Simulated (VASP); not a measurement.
A run of VASP 6.6.1 is set up as follows.

Contents of INCAR:

```
ALGO     = Normal         # electronic algorithm
EDIFF    = 1E-6           # SCF threshold, eV
EDIFFG   = -0.005         # ionic threshold
ENCUT    = 600            # plane-wave cutoff, eV
GGA      = PE             # functional
IBRION   = 2              # ionic algorithm
ISIF     = 3              # what is computed and relaxed
ISMEAR   = -1             # smearing method
LASPH    = T              # aspherical terms in the spheres
LCHARG   = F              # write CHGCAR
LREAL    = F              # projectors in reciprocal space
LWAVE    = F              # write WAVECAR
NELM     = 80             # most SCF steps
NSW      = 100            # ionic steps
PREC     = Accurate       # precision mode
SIGMA    = 0.05           # smearing width, eV
```

The input KPOINTS:

```
k-points
0
Gamma
  14 14 14
```

POSCAR

```
Al
1.0
    0.0000000000      2.0248050000      2.0248050000
    2.0248050000      0.0000000000      2.0248050000
    2.0248050000      2.0248050000      0.0000000000
Al
1
Direct
    0.0000000000      0.0000000000      0.0000000000
```

Potentials or basis: VASP PAW PBE potentials, release 64 (Al).

Command:

```console
$ cat potpaw_PBE.64/Al/POTCAR > POTCAR
$ mpirun -np 1 vasp_std > vasp.out
```

**Question.** Estimate the space group after relaxing (to 0.05 Å).

**Answer.** Fm-3m (No. 225).

**Question.** Predict the relaxed cell.

**Answer.** a = 2.854 Å, b = 2.854 Å, c = 2.854 Å, α = 60.00°, β = 60.00°, γ = 60.00°.

**Question.** Estimate the relaxed volume.

**Answer.** 16.44 Å³/atom.

The path:
```tsv
step	energy change (eV)	largest force (eV/Å)	pressure (GPa)	volume (Å³)
1	0.0000	0.0000	-0.74	16.60
2	-0.0004	0.0000	0.11	16.42
3	-0.0004	0.0000	0.01	16.44
```
